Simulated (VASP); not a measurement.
Input of a VASP 6.6.1 run:

The input INCAR:

```
PREC     = Accurate       # precision mode
ENCUT    = 520            # plane-wave cutoff, eV
EDIFF    = 1E-7           # SCF threshold, eV
ISMEAR   = 0              # smearing method
SIGMA    = 0.02           # smearing width, eV
LREAL    = F              # projectors in reciprocal space
LASPH    = T              # aspherical terms in the spheres
NELM     = 80             # most SCF steps
ALGO     = Normal         # electronic algorithm
ISIF     = 2              # what is computed and relaxed
LWAVE    = F              # write WAVECAR
LCHARG   = T              # write CHGCAR
GGA      = PS             # functional
LELF     = T              # ELF
LVHAR    = T            
NBANDS   = 16             # bands
```

File KPOINTS:

```
Automatic mesh
0
Gamma
  9 9 6
```

Contents of POSCAR:

```
C
1.0
    2.4893572955      0.0000000000      0.0000000000
   -1.2446786477      2.1558466570      0.0000000000
    0.0000000000      0.0000000000      4.2229976408
C
4
Direct
    0.3333333333      0.6666666667     -0.0002048403
    0.6666666667      0.3333333333      0.4997951597
    0.3333333333      0.6666666667      0.3742048403
    0.6666666667      0.3333333333      0.8742048403
```

Potentials or basis: VASP PAW PBE potentials, release 64 (C).

Run with:

```bash
$ cat potpaw_PBE.64/C/POTCAR > POTCAR
$ mpirun -np 1 vasp_std > vasp.out
```

(1) Predict the pressure.

(2) What does it give for the largest force?

(3) Estimate the band gap on the k mesh.

Answers

(1) -2.1 GPa.

(2) 0.012 eV/Å.

(3) 3.05 eV, indirect (least direct gap 4.77 eV).

Caveat: the cell differs from its parent crystal (strained cell); the PAW data sets were made with another functional, which shifts forces and pressure a little.
